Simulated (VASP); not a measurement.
# O2 in VASP: further runs, part 2 of 2

VASP 6.6.1. Earlier steps stand in the parts before.

## Step 3: Relaxation of the atoms, PBEsol, collinear spin, ferromagnetic start

Contents of INCAR:

```
PREC     = Accurate       # precision mode
ENCUT    = 520            # plane-wave cutoff, eV
EDIFF    = 1E-7           # SCF threshold, eV
ISMEAR   = 0              # smearing method
SIGMA    = 0.05           # smearing width, eV
LREAL    = False          # projectors in reciprocal space
LASPH    = True           # aspherical terms in the spheres
NELM     = 150            # most SCF steps
ALGO     = Normal         # electronic algorithm
ISIF     = 2              # what is computed and relaxed
LWAVE    = False          # write WAVECAR
LCHARG   = False          # write CHGCAR
ISPIN    = 2              # spin polarisation
MAGMOM   = 1 1            # initial moments
LORBIT   = 11             # projections on sites
GGA      = PS             # functional
IBRION   = 2              # ionic algorithm
NSW      = 80             # ionic steps
EDIFFG   = -0.02          # ionic threshold
```

Contents of KPOINTS:

```
regular mesh
0
Gamma
  1 1 1
```

Contents of POSCAR:

```
O
1.0
    9.0000000000      0.0000000000      0.0000000000
    0.0000000000      9.5000000000      0.0000000000
    0.0000000000      0.0000000000     10.0000000000
O
2
Direct
    0.5000000000      0.5000000000      0.4385000000
    0.5000000000      0.5000000000      0.5615000000
```

Potentials or basis: VASP PAW PBE potentials, release 64 (O).

The run is started by

```console
> cat potpaw_PBE.64/O/POTCAR > POTCAR
> mpirun -np 1 vasp_gam > vasp.out
```

OUTCAR:

```text
PREC = Accurate
   ENCUT = 520
   EDIFF = 1E-7
   ISMEAR = 0
   LREAL = False
   LASPH = True
   NELM = 150
   ISIF = 2
   ISPIN = 2
   LORBIT = 11
   GGA = PS
   IBRION = 2
   NSW = 80
   EDIFFG = -0.02

 ion  position               nearest neighbor table
   1  0.500  0.500  0.438-   2 1.23
   2  0.500  0.500  0.562-   1 1.23

  LATTYP: Found a simple orthorhombic cell.
 ALAT       =     9.0000000000
 B/A-ratio  =     1.0555555556
 C/A-ratio  =     1.1111111111

  Lattice vectors:

 A1 = (   9.0000000000,   0.0000000000,   0.0000000000)
 A2 = (   0.0000000000,   9.5000000000,   0.0000000000)
 A3 = (   0.0000000000,   0.0000000000,  10.0000000000)

Analysis of symmetry for initial positions (statically):
=====================================================================
 Subroutine PRICEL returns:
 Original cell was already a primitive cell.

 Routine SETGRP: Setting up the symmetry group for a
 simple orthorhombic supercell.

 Subroutine GETGRP returns: Found  8 space group operations
 (whereof  8 operations were pure point group operations)
 out of a pool of  8 trial point group operations.

The static configuration has the point symmetry D_2h.

Analysis of symmetry for dynamics (positions and initial velocities):
=====================================================================
 Subroutine PRICEL returns:
 Original cell was already a primitive cell.

 Routine SETGRP: Setting up the symmetry group for a
 simple orthorhombic supercell.

 Subroutine GETGRP returns: Found  8 space group operations
 (whereof  8 operations were pure point group operations)
 out of a pool of  8 trial point group operations.

The dynamic configuration has the point symmetry D_2h.

Analysis of structural, dynamic, and magnetic symmetry:
=====================================================================
 Subroutine PRICEL returns:
 Original cell was already a primitive cell.

 Routine SETGRP: Setting up the symmetry group for a
 simple orthorhombic supercell.

 Subroutine GETGRP returns: Found  8 space group operations
 (whereof  8 operations were pure point group operations)
 out of a pool of  8 trial point group operations.

The overall configuration has the point symmetry D_2h.

 Subroutine INISYM returns: Found  8 space group operations
 (whereof  8 operations are pure point group operations),
 and found     1 'primitive' translations

----------------------------------------------------------------------------------------

                                     Primitive cell

  volume of cell :     855.0000

  direct lattice vectors                    reciprocal lattice vectors
     9.000000000  0.000000000  0.000000000     0.111111111  0.000000000  0.000000000
     0.000000000  9.500000000  0.000000000     0.000000000  0.105263158  0.000000000
     0.000000000  0.000000000 10.000000000     0.000000000  0.000000000  0.100000000

  length of vectors
     9.000000000  9.500000000 10.000000000     0.111111111  0.105263158  0.100000000

  position of ions in fractional coordinates (direct lattice)
     0.500000000  0.500000000  0.438500000
     0.500000000  0.500000000  0.561500000

  ion indices of the primitive-cell ions
   primitive index   ion index
                 1           1
[... 39 lines left out ...]
 SYSTEM =  unknown system
   PREC   = accura    normal or accurate (medium, high low for compatibility)
   ISTART =      0    job   : 0-new  1-cont  2-samecut
   ICHARG =      2    charge: 1-file 2-atom 10-const
   ISPIN  =      2    spin polarized calculation?
   LNONCOLLINEAR =      F non collinear calculations
   LSORBIT =      F    spin-orbit coupling
   LASPH  =      T    aspherical Exc in radial PAW
   ENCUT  =  520.0 eV  38.22 Ry    6.18 a.u.  16.73 17.66 18.59*2*pi/ulx,y,z
   NELM   =    150;   NELMIN=  2; NELMDL= -5     # of ELM steps
   EDIFF  = 0.1E-06   stopping-criterion for ELM
   LREAL  =      F    real-space projection
   EDIFFG = -.2E-01   stopping-criterion for IOM
   NSW    =     80    number of steps for IOM
   IBRION =      2    ionic relax: 0-MD 1-quasi-New 2-CG
   NFREE  =      1    steps in history (QN), initial steepest desc. (CG)
   ISIF   =      2    stress and relaxation
   ISYM   =      2    0-nonsym 1-usesym 2-fastsym
   POTIM  = 0.5000    time-step for ionic-motion
   TEBEG  =    0.0;   TEEND  =   0.0 temperature during run
   PSTRESS=    0.0 pullay stress
   NELECT =      12.0000    total number of electrons
   NUPDOWN=      -1.0000    fix difference up-down
   EMIN   =  10.00;   EMAX   =-10.00  energy-range for DOS
   EFERMI =   0.00;   METHOD = LEGACY
   ISMEAR =     0;   SIGMA  =   0.05  broadening in eV -4-tet -1-fermi 0-gaus
   EFERMI_NEDOS =   21; number of points for ismear=-14 and -15
   IALGO  =     38    algorithm
   IMIX   =      4    mixing-type and parameters
     AMIX     =   0.40;   BMIX     =  1.00
     AMIX_MAG =   1.60;   BMIX_MAG =  1.00
  volume/ion in A,a.u.               =     427.50      2884.91
  Fermi-wavevector in a.u.,A,eV,Ry     =   0.394893  0.746240  2.121703  0.155941
  Thomas-Fermi vector in A             =   1.339966
   LORBIT       =     11    0 simple, 1 ext, 2 COOP (PROOUT), +10 PAW based schemes
   GGA     = PS    functional components
   LHFCALC =     F    Hartree Fock is set to
   AEXX    =    0.0000 exact exchange contribution
   IVDW    =     0    specifies the selected vdW correction
   LEPSILON=     F    determine dielectric tensor
   LRPA    =     F    only Hartree local field effects (RPA)
 conjugate gradient relaxation of ions
 spin polarized calculation
 Gauss-broadening in eV      SIGMA  =   0.05
  energy-cutoff  :      520.00
  volume of cell :      855.00
 maximum number of plane-waves:     11510
 NGX is ok and might be reduce to    70
   NGX = 33   NGY = 35   NGZ = 37

--------------------------------------- Ionic step        1  -------------------------------------------

 number of electron      12.0000001 magnetization       2.0000001

 Free energy of the ion-electron system (eV)
  ---------------------------------------------------
  ext. energy  EPLUGINS =         0.00000000
  ---------------------------------------------------
  free energy    TOTEN  =       -10.27744407 eV

  energy without entropy =      -10.27744407  energy(sigma->0) =      -10.27744407

------------------------ aborting loop because EDIFF is reached ----------------------------------------

  FORCE on cell =-STRESS in cart. coord.  units (eV):
  Direction    XX          YY          ZZ          XY          YZ          ZX
  --------------------------------------------------------------------------------------
  -------------------------------------------------------------------------------------
  Total       -0.0707360     -0.0705195     -0.3335393     -0.0000000      0.0000000      0.0000000
  in kB       -0.1325516     -0.1321459     -0.6250165     -0.0000000      0.0000000      0.0000000
  external PRESSURE =      -0.2965713 kB  Pullay stress =       0.0000000 kB
[... 59 lines left out ...]
--------------------------------------- Ionic step        3  -------------------------------------------

 number of electron      12.0000002 magnetization       2.0000001

 Free energy of the ion-electron system (eV)
  ---------------------------------------------------
  ext. energy  EPLUGINS =         0.00000000
  ---------------------------------------------------
  free energy    TOTEN  =       -10.27774063 eV

  energy without entropy =      -10.27774063  energy(sigma->0) =      -10.27774063

 E-fermi :  -6.4530     XC(G=0):  -0.6372

 val. band max:       -6.7594872585   @ k =   0.0000   0.0000   0.0000
 cond. band min:      -4.4982517749   @ k =   0.0000   0.0000   0.0000
 fundamental gap:      2.2612354836
 Fermi energy:        -6.4530389561

 spin component 1

 k-point     1 :       0.0000    0.0000    0.0000
  band No.  band energies     occupation
      1     -32.4959      1.00000
      2     -20.3497      1.00000
      3     -13.3220      1.00000
      4     -13.2224      1.00000
      5     -13.2224      1.00000
      6      -6.7595      1.00000
      7      -6.7595      1.00000
      8      -0.2735      0.00000
      9       0.9021      0.00000
     10       1.2729      0.00000
     11       1.2859      0.00000
 Fermi energy:        -6.4530389561

 spin component 2

 k-point     1 :       0.0000    0.0000    0.0000
  band No.  band energies     occupation
      1     -31.2369      1.00000
      2     -18.5670      1.00000
      3     -12.3015      1.00000
      4     -11.3842      1.00000
      5     -11.3842      1.00000
      6      -4.4983      0.00000
      7      -4.4982      0.00000
      8      -0.1732      0.00000
      9       1.1355      0.00000
     10       1.3270      0.00000
     11       1.4086      0.00000
[... 27 lines left out ...]
  FREE ENERGIE OF THE ION-ELECTRON SYSTEM (eV)
  ---------------------------------------------------
  free  energy   TOTEN  =       -10.2777406337 eV

  energy  without entropy=      -10.2777406337  energy(sigma->0) =      -10.27774063

 reached required accuracy - stopping structural energy minimisation

 total charge

# of ion       s       p       d       tot
------------------------------------------
    1        1.609   3.281   0.000   4.890
    2        1.609   3.281   0.000   4.890
--------------------------------------------------
tot          3.217   6.563   0.000   9.780

 magnetization (x)

# of ion       s       p       d       tot
------------------------------------------
    1        0.009   0.800   0.000   0.809
    2        0.009   0.800   0.000   0.809
--------------------------------------------------
tot          0.018   1.600   0.000   1.618
```

Wall time 2.3 min (1 thread of AMD EPYC 9R45 (Zen 5), shared host); peak memory 1 GiB.

Results:

```
Free energy                                           : -10.2777 eV
Energy gained by relaxing                             : 0.1 meV/atom
Ionic steps                                           : 3
Gap between the frontier levels                       : 2.26 eV
Net moment                                            : 2.00 μB per cell
Site moments                                          : O +0.81 μB
Valence electrons inside the program's atomic spheres : O 4.89
```

Step by step:
| step | energy change (eV) | largest force (eV/Å) | pressure (GPa) |
| --- | --- | --- | --- |
| 1 | 0.0000 | 0.2102 | -0.03 |
| 2 | 0.0117 | 1.4065 | 0.09 |
| 3 | -0.0003 | 0.0001 | -0.01 |

Final structure:
```
CELL_PARAMETERS angstrom
9.00000 0.00000 0.00000
0.00000 9.50000 0.00000
0.00000 0.00000 10.00000
ATOMIC_POSITIONS crystal
O 0.50000 0.50000 0.43864
O 0.50000 0.50000 0.56136
```

Levels at points of the mesh, in eV from the valence-band top:
Spin up:
| k point | band 3 | band 4 | band 5 | band 6 | band 7 | band 8 | band 9 | band 10 | band 11 |
| --- | --- | --- | --- | --- | --- | --- | --- | --- | --- |
| (0.00, 0.00, 0.00) | -6.56 | -6.46 | -6.46 | 0.00 | 0.00 | 6.49 | 7.66 | 8.03 | 8.05 |
Spin down:
```
           k point  band 2  band 3  band 4  band 5  band 6  band 7  band 8  band 9
(0.00, 0.00, 0.00)  -11.81   -5.54   -4.62   -4.62    2.26    2.26    6.59    7.89
```

Caveat: the standard files for N, O and F lose accuracy on very short bonds; the PAW data sets were made with another functional, which shifts forces and pressure a little.
